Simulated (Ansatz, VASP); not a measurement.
One calculation of Te2Mo, two programs

Contents of INCAR:

```
PREC = Accurate
ENCUT = 520
EDIFF = 1E-6
ISMEAR = 0
SIGMA = 0.05
LREAL = F
LASPH = T
NELM = 100
ALGO = Normal
ISIF = 2
LWAVE = F
LCHARG = F
GGA = PS
NBANDS = 35
```

File KPOINTS:

```
regular mesh
0
Gamma
  12 12 2
```

The input POSCAR:

```
Te2Mo
1.0
    3.4939942427      0.0000000000      0.0000000000
   -1.7469971213      3.0258877748      0.0000000000
    0.0000000000      0.0000000000     13.3081120128
Te Mo
4 2
Direct
    0.3333333333      0.6666666667      0.6211281373
    0.6666666667      0.3333333333      0.1211281373
    0.3333333333      0.6666666667      0.8788718627
    0.6666666667      0.3333333333      0.3788718627
    0.3333333333      0.6666666667      0.2500000000
    0.6666666667      0.3333333333      0.7500000000
```

Input for Ansatz:

```yaml
crystal:
  lattice:
    - [3.4939942427, 0.0, 0.0]
    - [-1.7469971213, 3.0258877748, 0.0]
    - [0.0, 0.0, 13.3081120128]
  atoms:
    - { symbol: Te, position: [0.3333333333, 0.6666666667, 0.6211281373] }
    - { symbol: Te, position: [0.6666666667, 0.3333333333, 0.1211281373] }
    - { symbol: Te, position: [0.3333333333, 0.6666666667, 0.8788718627] }
    - { symbol: Te, position: [0.6666666667, 0.3333333333, 0.3788718627] }
    - { symbol: Mo, position: [0.3333333333, 0.6666666667, 0.25] }
    - { symbol: Mo, position: [0.6666666667, 0.3333333333, 0.75] }
basis:
  ecutwfc: 420
kpoints:
  mp_grid: { grid: [12, 12, 2] }
hamiltonian:
  xc: pbesol
scf:
  occupations: { method: gaussian, width: 0.05 }
output:
  forces: true
  stress: true
  eigenvalues: true
```

Change from the starting cell: strain +0.000 along x and y, -0.050 along z, atoms carried along.

Alike in both runs: task single point; functional PBEsol; k mesh 12 × 12 × 2; occupations gaussian, width 0.05 eV; no spin polarisation.

|  | VASP | Ansatz |
| --- | --- | --- |
| version | VASP 6.6.1 | Ansatz 0.2.0 |
| potentials or method | VASP PAW PBE potentials, release 64 (Te, Mo_sv), cutoff 520 eV | scalar-relativistic, plane waves, PAW |
| valence electrons in the cell | 52 | 92 |

```tsv
	VASP	Ansatz	Ansatz less VASP
gap on the k mesh at the Fermi level (eV)	0.43	0.46	+0.026
least direct gap on the mesh (eV)	0.95	0.96	+0.003
pressure (GPa)	7.3	7.1	-0.17
traceless stress, the component that is largest in VASP (GPa)	5.12	5.01	-0.106
rms of the force components (eV/Å)	0.647	0.628	-0.0200
```

VASP's potentials were made for PBE, not for PBEsol. Atom by atom the forces differ by 0.020 eV/Å (rms over components). VASP's potentials hold 52 valence electrons a cell and Ansatz's 92, so a difference there can come from the potentials and not from the codes.

Spin-orbit coupling is off throughout.
